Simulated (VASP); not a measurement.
## W: single point with PBEsol

Crystal: W.

```
W
1.0
     0.00000    2.03000    2.03000
     2.03000    0.00000    2.03000
     2.03000    2.03000    0.00000
W
1
Direct
  0.00000 0.00000 0.00000
```

```yaml
Program: VASP 6.6.1
Task: single point
Functional: PBEsol
Potentials_or_basis: VASP PAW PBE potentials, release 64 (W_sv)
Cutoff: 520 eV
k_mesh: 8 × 8 × 8
Occupations: fermi-dirac, width 0.05 eV
Spin: non-collinear spin, zero start, spin-orbit coupling
Starting_moments: "[[0.0, 0.0, 0.0]] μB"
Dipole_correction: no
Further_INCAR_settings: ALGO = Normal; EDIFF = 1e-07; NBANDS = 25
```

The pressure is -10.9 GPa, the net moment is 0.00 μB per cell and the valence electrons inside the program's atomic spheres are W 12.01.

Moments on the atoms (μB; x, y, z):
```
W   0.00 0.00 0.00
```

It took 55 s on 1 thread of Intel Xeon 8259CL (shared host), peak memory 0.2 GiB.

Caveat: the PAW data sets were made with another functional, which shifts forces and pressure a little.
